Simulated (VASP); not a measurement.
Input of a VASP 6.6.1 run:

INCAR

```
PREC = Accurate ; ENCUT = 600
EDIFF = 1E-7 ; ISMEAR = -1
SIGMA = 0.05 ; LREAL = F
LASPH = T ; NELM = 80
ALGO = Normal ; ISIF = 3
LWAVE = F ; LCHARG = F
GGA = B5 ; ALDAX = 1.0
AGGAX = 1.0 ; AGGAC = 1.0
ALDAC = 0.0 ; IBRION = 2
NSW = 60 ; EDIFFG = -0.01
```

File KPOINTS:

```
Automatic mesh
0
Gamma
  9 9 4
```

File POSCAR:

```
MoS2
1.0
    3.2274645616      0.0000000000      0.0000000000
   -1.6137322808      2.7950663001      0.0000000000
    0.0000000000      0.0000000000      6.3124734200
Mo S
1 2
Direct
    0.0000000000      0.0000000000      0.5000000000
    0.6666666667      0.3333333333      0.7446806800
    0.3333333333      0.6666666667      0.2553193200
```

Potentials or basis: VASP PAW PBE potentials, release 64 (Mo_sv, S).

Launch:

```sh
$ cat potpaw_PBE.64/Mo_sv/POTCAR potpaw_PBE.64/S/POTCAR > POTCAR
$ mpirun -np 1 vasp_std > vasp.out
```

**Question.** Estimate the relaxed cell.

**Answer.** a = 3.310 Å, b = 3.310 Å, c = 7.440 Å, α = 90.00°, β = 90.00°, γ = 120.00°.

**Question.** Estimate the relaxed volume.

**Answer.** 23.53 Å³/atom.

**Question.** Predict the space group after relaxing (to 0.05 Å).

**Answer.** P-3m1 (No. 164).

Step by step:
| step | energy change (eV) | largest force (eV/Å) | pressure (GPa) | volume (Å³) |
| --- | --- | --- | --- | --- |
| 1 | 0.0000 | 0.6713 | 7.86 | 56.94 |
| 2 | 0.1019 | 1.4586 | -8.54 | 64.97 |
| 3 | -0.0763 | 0.2829 | 0.17 | 59.93 |
| 4 | -0.0763 | 0.2639 | 0.32 | 59.86 |
| 5 | -0.0836 | 0.1824 | 0.21 | 60.36 |
| 6 | -0.0874 | 0.0750 | 0.07 | 61.06 |
| 7 | -0.0893 | 0.0610 | 0.14 | 61.24 |
| 8 | -0.0942 | 0.0170 | 0.36 | 61.80 |
| 9 | -0.1007 | 0.0773 | 0.88 | 62.91 |
| 10 | -0.1013 | 0.2989 | 2.22 | 65.09 |
| 11 | -0.1016 | 0.2943 | 2.19 | 65.14 |
| 12 | -0.1025 | 0.2814 | 2.10 | 65.31 |
| 13 | -0.1042 | 0.2558 | 1.94 | 65.65 |
| 14 | -0.1071 | 0.2070 | 1.61 | 66.34 |
| 15 | -0.1112 | 0.1149 | 1.04 | 67.70 |
| 16 | -0.1143 | 0.0433 | 0.10 | 70.43 |
| 17 | -0.1143 | 0.0370 | 0.14 | 70.33 |
| 18 | -0.1144 | 0.0359 | 0.12 | 70.35 |
| 19 | -0.1147 | 0.0326 | 0.07 | 70.42 |
| 20 | -0.1150 | 0.0266 | -0.03 | 70.56 |
| 21 | -0.1151 | 0.0236 | -0.08 | 70.62 |
| 22 | -0.1151 | 0.0037 | 0.02 | 70.58 |

Caveat: the volume moved by over 15 % at a fixed basis, so the end points are rough; the PAW data sets were made with another functional, which shifts forces and pressure a little; this functional lacks dispersion, which binds the layers, so the pressure and a relaxed spacing across them are unreliable.
